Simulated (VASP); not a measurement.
## Ir: single point with r2SCAN

The system is Ir.

```
Ir
1.0
     0.00000    1.84291    1.76612
     1.84291    0.00000    1.76612
     1.84291    1.84291    0.00000
Ir
1
Direct
  0.00000 0.00000 0.00000
```

This cell differs from its parent crystal: strain -0.040 along x and y, -0.080 along z.

- Program: VASP 6.6.1
- Task: single point
- Functional: r2SCAN
- Potentials or basis: VASP PAW PBE potentials, release 64 (Ir)
- Cutoff: 520 eV
- k mesh: 22 × 22 × 22
- Occupations: gaussian, width 0.15 eV
- Spin: no spin polarisation
- Dipole correction: no
- Further INCAR settings: ALGO = Normal; EDIFF = 1e-06; NBANDS = 10

- Pressure: 103.9 GPa

Stress tensor (GPa, compression positive):
```
 95.78   0.00   0.00
  0.00  95.78   0.00
  0.00   0.00 120.11
```

Levels at points of the mesh, in eV from the Fermi level:
```tsv
k point	band 1	band 2	band 3	band 4	band 5	band 6	band 7	band 8	band 9
(0.00, 0.00, 0.00)	-13.41	-5.33	-5.33	-4.64	-2.06	-1.13	14.68	20.98	20.98
(0.50, 0.00, 0.00)	-10.37	-5.71	-4.94	-1.03	1.08	1.52	9.68	14.26	22.04
(0.50, 0.50, 0.00)	-10.39	-9.76	1.18	2.17	2.17	2.69	12.69	12.69	14.65
(0.50, 0.00, 0.50)	-10.41	-9.65	1.20	1.59	1.76	2.46	13.13	13.27	13.97
```

It took 2.3 min on 1 thread of Intel(R) Xeon(R) 6975P-C (Granite Rapids) (shared host), peak memory 0.22 GiB.

Caveat: the cell differs from its parent crystal (strain -0.040 along x and y, -0.080 along z); the PAW data sets were made with another functional, which shifts forces and pressure a little; spin-orbit coupling is left out, which moves the levels of the heavy elements.
